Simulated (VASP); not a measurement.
A run of VASP 6.6.1 is set up as follows.

INCAR

```
SYSTEM = Nb2Te
  PREC = Accurate
  ENCUT = 600
  EDIFF = 1E-7
  ISMEAR = 0
  SIGMA = 0.1
  LREAL = .False.
  LASPH = .True.
  NELM = 100
  ALGO = Normal
  ISIF = 3
  LWAVE = .False.
  LCHARG = .False.
  GGA = PE
  IBRION = 2
  NSW = 90
  EDIFFG = -0.04
```

KPOINTS

```
regular mesh
0
Gamma
  4 4 4
  0 0 0
```

POSCAR

```
Nb2Te
1.0
    3.8717897400      0.0000000000      0.0000000000
    0.0000000000      3.8717897400      0.0000000000
    0.0000000000      0.0000000000      5.4684039800
Nb Te
2 1
Direct
    0.5000000000      0.5000000000      0.2712651400
    0.5000000000      0.5000000000      0.7287348600
    0.0000000000      0.0000000000      0.0000000000
```

Potentials or basis: VASP PAW PBE potentials, release 64 (Nb_sv, Te).

Run with:

```sh
$ cat potpaw_PBE.64/Nb_sv/POTCAR potpaw_PBE.64/Te/POTCAR > POTCAR
$ mpirun -np 1 vasp_std > vasp.out
```

Predict the space group after relaxing (to 0.1 Å).

P4/mmm (No. 123).

What does it give for the relaxed cell?

a = 3.439 Å, b = 3.439 Å, c = 5.524 Å, α = 90.00°, β = 90.00°, γ = 90.00°.

Predict the relaxed volume.

21.78 Å³/atom.

What does it give for the band gap on the k mesh?

Zero (bands 16 and 17 overlap by 0.65 eV).

Step by step:
```tsv
step	energy change (eV)	largest force (eV/Å)	pressure (GPa)	volume (Å³)
1	0.0000	1.1189	-12.96	81.98
2	-0.4186	0.0748	19.57	58.44
3	-0.8241	0.8539	0.37	66.54
4	-0.8248	0.8340	0.90	66.23
5	-1.0191	0.1331	2.00	64.66
6	-1.0408	0.3620	3.13	63.86
7	-1.0226	0.2991	-3.49	67.58
8	-1.0629	0.0398	0.14	65.33
```

Caveat: the k points lie up to 0.46 Å⁻¹ apart in the final cell, too coarse for converged energies and pressures of a metal; the volume moved by over 15 % at a fixed basis, so the end points are rough; spin-orbit coupling is left out, which moves the levels of the heavy elements.
